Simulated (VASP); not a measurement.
# AlV3N4 (P-43m) in VASP: relaxation of cell and atoms with PBE

Aim: the relaxation of cell and atoms of AlV3N4 with PBE.

Everything below comes from runs of VASP 6.6.1. Logs are shortened: lines on timing, memory, paths and dates and some standing lists are left out, and cuts for length are marked.

## (1) The cell of the first run

Symmetry: P-43m, No. 215, cubic system. Conventional cell: a = 4.616 Å, b = 4.616 Å, c = 4.616 Å, α = 90.00°, β = 90.00°, γ = 90.00°. Within 2.6 Å of Al (site symmetry -43m) lie 4 N at 2.00 Å. V (site symmetry -42m) has 4 N at 2.00 Å within 2.6 Å. Within 2.6 Å of N (site symmetry 3m) lie 1 Al at 2.00 Å and 3 V at 2.00 Å.

## (2) Relaxation of cell and atoms, PBE, collinear spin, ferromagnetic start

INCAR

```
PREC = Accurate ; ENCUT = 600
EDIFF = 1E-7 ; ISMEAR = 0
SIGMA = 0.1 ; LREAL = F
LASPH = T ; NELM = 150
ALGO = Normal ; ISIF = 3
LWAVE = F ; LCHARG = F
ISPIN = 2 ; MAGMOM = 0 2 2 2 0 0 0 0
LORBIT = 11 ; LMAXMIX = 4
GGA = PE ; IBRION = 2
NSW = 90 ; EDIFFG = -0.04
```

KPOINTS

```
Automatic mesh
0
Gamma
  4 4 4
```

POSCAR

```
AlV3N4
1.0
    4.6160606500      0.0000000000      0.0000000000
    0.0000000000      4.6160606500      0.0000000000
    0.0000000000      0.0000000000      4.6160606500
Al V N
1 3 4
Direct
    0.5000000000      0.5000000000      0.5000000000
    0.5000000000      0.0000000000      0.0000000000
    0.0000000000      0.0000000000      0.5000000000
    0.0000000000      0.5000000000      0.0000000000
    0.7500000000      0.2500000000      0.7500000000
    0.7500000000      0.7500000000      0.2500000000
    0.2500000000      0.2500000000      0.2500000000
    0.2500000000      0.7500000000      0.7500000000
```

Potentials or basis: VASP PAW PBE potentials, release 64 (Al, V_sv, N).

Launch:

```bash
cat potpaw_PBE.64/Al/POTCAR potpaw_PBE.64/V_sv/POTCAR potpaw_PBE.64/N/POTCAR > POTCAR
mpirun -np 1 vasp_std > vasp.out
```

OUTCAR:

```text
PREC = Accurate
   ENCUT = 600
   EDIFF = 1E-7
   ISMEAR = 0
   LREAL = F
   LASPH = T
   NELM = 150
   ISIF = 3
   ISPIN = 2
   LORBIT = 11
   GGA = PE
   IBRION = 2
   NSW = 90
   EDIFFG = -0.04

 ion  position               nearest neighbor table
   1  0.500  0.500  0.500-   5 2.00   6 2.00   7 2.00   8 2.00
   2  0.500  0.000  0.000-   5 2.00   6 2.00   7 2.00   8 2.00
   3  0.000  0.000  0.500-   5 2.00   6 2.00   7 2.00   8 2.00
   4  0.000  0.500  0.000-   5 2.00   6 2.00   7 2.00   8 2.00
   5  0.750  0.250  0.750-   1 2.00   2 2.00   3 2.00   4 2.00
   6  0.750  0.750  0.250-   1 2.00   2 2.00   3 2.00   4 2.00
   7  0.250  0.250  0.250-   1 2.00   2 2.00   3 2.00   4 2.00
   8  0.250  0.750  0.750-   1 2.00   2 2.00   3 2.00   4 2.00

  LATTYP: Found a simple cubic cell.
 ALAT       =     4.6160606500

  Lattice vectors:

 A1 = (   4.6160606500,   0.0000000000,   0.0000000000)
 A2 = (   0.0000000000,   4.6160606500,   0.0000000000)
 A3 = (   0.0000000000,   0.0000000000,   4.6160606500)

Analysis of symmetry for initial positions (statically):
=====================================================================
 Subroutine PRICEL returns:
 Original cell was already a primitive cell.

 Routine SETGRP: Setting up the symmetry group for a
 simple cubic supercell.

 Subroutine GETGRP returns: Found 24 space group operations
 (whereof 24 operations were pure point group operations)
 out of a pool of 48 trial point group operations.

The static configuration has the point symmetry T_d .

Analysis of symmetry for dynamics (positions and initial velocities):
=====================================================================
 Subroutine PRICEL returns:
 Original cell was already a primitive cell.

 Routine SETGRP: Setting up the symmetry group for a
 simple cubic supercell.

 Subroutine GETGRP returns: Found 24 space group operations
 (whereof 24 operations were pure point group operations)
 out of a pool of 48 trial point group operations.

The dynamic configuration has the point symmetry T_d .

Analysis of structural, dynamic, and magnetic symmetry:
=====================================================================
 Subroutine PRICEL returns:
 Original cell was already a primitive cell.

 Routine SETGRP: Setting up the symmetry group for a
 simple cubic supercell.

 Subroutine GETGRP returns: Found 24 space group operations
 (whereof 24 operations were pure point group operations)
 out of a pool of 48 trial point group operations.

The overall configuration has the point symmetry T_d .

 Subroutine INISYM returns: Found 24 space group operations
 (whereof 24 operations are pure point group operations),
 and found     1 'primitive' translations

----------------------------------------------------------------------------------------

                                     Primitive cell

  volume of cell :      98.3591

  direct lattice vectors                    reciprocal lattice vectors
     4.616060650  0.000000000  0.000000000     0.216634935  0.000000000  0.000000000
     0.000000000  4.616060650  0.000000000     0.000000000  0.216634935  0.000000000
     0.000000000  0.000000000  4.616060650     0.000000000  0.000000000  0.216634935

  length of vectors
     4.616060650  4.616060650  4.616060650     0.216634935  0.216634935  0.216634935

  position of ions in fractional coordinates (direct lattice)
     0.500000000  0.500000000  0.500000000
     0.500000000  0.000000000  0.000000000
     0.000000000  0.000000000  0.500000000
     0.000000000  0.500000000  0.000000000
     0.750000000  0.250000000  0.750000000
     0.750000000  0.750000000  0.250000000
     0.250000000  0.250000000  0.250000000
     0.250000000  0.750000000  0.750000000

  ion indices of the primitive-cell ions
   primitive index   ion index
                 1           1
                 2           2
                 3           3
                 4           4
                 5           5
                 6           6
                 7           7
                 8           8

----------------------------------------------------------------------------------------

 KPOINTS: Automatic mesh

Automatic generation of k-mesh.
 Grid dimensions read from file:
 generate k-points for:    4    4    4

 Generating k-lattice:

  Cartesian coordinates                     Fractional coordinates (reciprocal lattice)
     0.054158734  0.000000000  0.000000000     0.250000000  0.000000000  0.000000000
     0.000000000  0.054158734  0.000000000     0.000000000  0.250000000  0.000000000
     0.000000000  0.000000000  0.054158734     0.000000000  0.000000000  0.250000000

  Length of vectors
     0.054158734  0.054158734  0.054158734

  Shift w.r.t. Gamma in fractional coordinates (k-lattice)
     0.000000000  0.000000000  0.000000000

 Subroutine IBZKPT returns following result:
 ===========================================

 Found     10 irreducible k-points:

 Following reciprocal coordinates:
            Coordinates               Weight
  0.000000  0.000000  0.000000      1.000000
  0.250000  0.000000  0.000000      6.000000
  0.500000  0.000000  0.000000      3.000000
  0.250000  0.250000  0.000000     12.000000
  0.500000  0.250000  0.000000     12.000000
  0.500000  0.500000  0.000000      3.000000
  0.250000  0.250000  0.250000      8.000000
  0.500000  0.250000  0.250000     12.000000
  0.500000  0.500000  0.250000      6.000000
  0.500000  0.500000  0.500000      1.000000
   k-points           NKPTS =     10   k-points in BZ     NKDIM =     10   number of bands    NBANDS=     40
   number of dos      NEDOS =    301   number of ions     NIONS =      8
   total plane-waves  NPLWV =  64000
   dimension x,y,z NGX =    40 NGY =   40 NGZ =   40
   dimension x,y,z NGXF=    80 NGYF=   80 NGZF=   80
   ions per type =               1   3   4
   NGX,Y,Z   is equivalent  to a cutoff of  14.41, 14.41, 14.41 a.u.
   NGXF,Y,Z  is equivalent  to a cutoff of  28.81, 28.81, 28.81 a.u.
 SYSTEM =  unknown system
   PREC   = accura    normal or accurate (medium, high low for compatibility)
   ISTART =      0    job   : 0-new  1-cont  2-samecut
   ICHARG =      2    charge: 1-file 2-atom 10-const
   ISPIN  =      2    spin polarized calculation?
   LNONCOLLINEAR =      F non collinear calculations
   LSORBIT =      F    spin-orbit coupling
   LASPH  =      T    aspherical Exc in radial PAW
   ENCUT  =  600.0 eV  44.10 Ry    6.64 a.u.   9.22  9.22  9.22*2*pi/ulx,y,z
   NELM   =    150;   NELMIN=  2; NELMDL= -5     # of ELM steps
   EDIFF  = 0.1E-06   stopping-criterion for ELM
   LREAL  =      F    real-space projection
   EDIFFG = -.4E-01   stopping-criterion for IOM
   NSW    =     90    number of steps for IOM
   IBRION =      2    ionic relax: 0-MD 1-quasi-New 2-CG
   NFREE  =      1    steps in history (QN), initial steepest desc. (CG)
   ISIF   =      3    stress and relaxation
   ISYM   =      2    0-nonsym 1-usesym 2-fastsym
   POTIM  = 0.5000    time-step for ionic-motion
   TEBEG  =    0.0;   TEEND  =   0.0 temperature during run
   PSTRESS=    0.0 pullay stress
   NELECT =      62.0000    total number of electrons
   NUPDOWN=      -1.0000    fix difference up-down
   EMIN   =  10.00;   EMAX   =-10.00  energy-range for DOS
   EFERMI =   0.00;   METHOD = LEGACY
   ISMEAR =     0;   SIGMA  =   0.10  broadening in eV -4-tet -1-fermi 0-gaus
   EFERMI_NEDOS =   21; number of points for ismear=-14 and -15
   IALGO  =     38    algorithm
   IMIX   =      4    mixing-type and parameters
     AMIX     =   0.40;   BMIX     =  1.00
     AMIX_MAG =   1.60;   BMIX_MAG =  1.00
  volume/ion in A,a.u.               =      12.29        82.97
  Fermi-wavevector in a.u.,A,eV,Ry     =   1.403677  2.652565 26.807688  1.970309
  Thomas-Fermi vector in A             =   2.526315
   LORBIT       =     11    0 simple, 1 ext, 2 COOP (PROOUT), +10 PAW based schemes
   GGA     = PE    functional components
   LHFCALC =     F    Hartree Fock is set to
   AEXX    =    0.0000 exact exchange contribution
   IVDW    =     0    specifies the selected vdW correction
   LEPSILON=     F    determine dielectric tensor
   LRPA    =     F    only Hartree local field effects (RPA)
 conjugate gradient relaxation of ions
 spin polarized calculation
 Gauss-broadening in eV      SIGMA  =   0.10
  energy-cutoff  :      600.00
  volume of cell :       98.36
 maximum number of plane-waves:      3328
 NGX is ok and might be reduce to    40
   NGX = 19   NGY = 19   NGZ = 19

--------------------------------------- Ionic step        1  -------------------------------------------

 number of electron      62.0000037 magnetization       4.7678501

 Free energy of the ion-electron system (eV)
  ---------------------------------------------------
  ext. energy  EPLUGINS =         0.00000000
  ---------------------------------------------------
  free energy    TOTEN  =       -70.29937529 eV

  energy without entropy =      -70.25346835  energy(sigma->0) =      -70.27642182

------------------------ aborting loop because EDIFF is reached ----------------------------------------

  FORCE on cell =-STRESS in cart. coord.  units (eV):
  Direction    XX          YY          ZZ          XY          YZ          ZX
  --------------------------------------------------------------------------------------
  -------------------------------------------------------------------------------------
  Total       -9.2916361     -9.2916361     -9.2916361      0.0000000      0.0000000     -0.0000000
  in kB     -151.3520313   -151.3520313   -151.3520313      0.0000000      0.0000000     -0.0000000
  external PRESSURE =    -151.3520313 kB  Pullay stress =       0.0000000 kB
[... 155 lines left out ...]
  energy  without entropy=      -70.9275671012  energy(sigma->0) =      -70.93908729

--------------------------------------- Ionic step        5  -------------------------------------------

 number of electron      62.0000005 magnetization       0.0003936

 Free energy of the ion-electron system (eV)
  ---------------------------------------------------
  ext. energy  EPLUGINS =         0.00000000
  ---------------------------------------------------
  free energy    TOTEN  =       -70.95871069 eV

  energy without entropy =      -70.93693110  energy(sigma->0) =      -70.94782090

 E-fermi :   8.6042     XC(G=0): -11.8226

 val. band max:        8.5967068928   @ k =   0.2500   0.0000   0.0000
 cond. band min:       8.6355752061   @ k =   0.0000   0.0000   0.0000
 fundamental gap:      0.0388683134
 Fermi energy:         8.6041966000

 spin component 1

 k-point     1 :       0.0000    0.0000    0.0000
  band No.  band energies     occupation
      1     -56.4321      1.00000
      2     -56.4007      1.00000
      3     -56.4007      1.00000
      4     -30.4512      1.00000
      5     -30.4512      1.00000
      6     -30.4512      1.00000
[... 419 lines left out ...]
     39      11.7972      0.00000
     40      11.7972      0.00000
 Fermi energy:         8.6041966000

 spin component 2

 k-point     1 :       0.0000    0.0000    0.0000
  band No.  band energies     occupation
      1     -56.4319      1.00000
      2     -56.4006      1.00000
      3     -56.4006      1.00000
      4     -30.4510      1.00000
      5     -30.4510      1.00000
      6     -30.4510      1.00000
[... 454 lines left out ...]
  FREE ENERGIE OF THE ION-ELECTRON SYSTEM (eV)
  ---------------------------------------------------
  free  energy   TOTEN  =       -70.9587106939 eV

  energy  without entropy=      -70.9369311018  energy(sigma->0) =      -70.94782090

 reached required accuracy - stopping structural energy minimisation

 total charge

# of ion       s       p       d       tot
------------------------------------------
    1        0.350   0.413   0.000   0.763
    2        2.291   6.290   3.126  11.708
    3        2.291   6.290   3.126  11.708
    4        2.291   6.290   3.126  11.708
    5        1.255   2.512   0.000   3.767
    6        1.255   2.512   0.000   3.767
    7        1.255   2.512   0.000   3.767
    8        1.255   2.512   0.000   3.767
--------------------------------------------------
tot         12.244  29.332   9.379  50.954

 magnetization (x)

# of ion       s       p       d       tot
------------------------------------------
    1        0.000  -0.000   0.000   0.000
    2        0.000  -0.000   0.000   0.000
    3        0.000  -0.000   0.000   0.000
    4        0.000  -0.000   0.000   0.000
    5       -0.000  -0.000   0.000  -0.000
    6       -0.000  -0.000   0.000  -0.000
    7       -0.000  -0.000   0.000  -0.000
    8       -0.000  -0.000   0.000  -0.000
--------------------------------------------------
tot          0.000  -0.000   0.000   0.000
```

It took 4.8 min on 1 thread of Intel Xeon 6975P-C (Granite Rapids), shared host; peak memory 0.33 GiB.

Results:

```yaml
Free_energy: -70.9587 eV
Relaxed_volume: 10.85 Å³/atom
Relaxed_cell: a = 4.427 Å, b = 4.427 Å, c = 4.427 Å, α = 90.00°, β = 90.00°, γ = 90.00°
Space_group_after_relaxing_to_0.05_Å: P-43m (No. 215)
Energy_gained_by_relaxing: 82.4 meV/atom
Ionic_steps: 5
Pressure_after_relaxing: 0.1 GPa
Band_gap_on_the_k_mesh: zero (filled and empty bands overlap)
Net_moment: 0.00 μB per cell
Valence_electrons_inside_the_program's_atomic_spheres: Al 0.76; V 11.71; N 3.77
```

The path:
```csv
step,energy change (eV),largest force (eV/Å),pressure (GPa),volume (Å³)
1,0.0000,0.2867,-15.14,98.36
2,-0.5077,0.3254,11.93,82.73
3,-0.6510,0.2988,-0.28,87.00
4,-0.6512,0.3003,0.27,86.78
5,-0.6593,0.0115,0.10,86.78
```

Final structure:
```
Al V N
1.0
     4.42726    0.00000    0.00000
     0.00000    4.42726    0.00000
     0.00000    0.00000    4.42726
Al V N
1 3 4
Direct
  0.50000 0.50000 0.50000
  0.50000 0.00000 0.00000
  0.00000 0.00000 0.50000
  0.00000 0.50000 0.00000
  0.74695 0.25305 0.74695
  0.74695 0.74695 0.25305
  0.25305 0.25305 0.25305
  0.25305 0.74695 0.74695
```
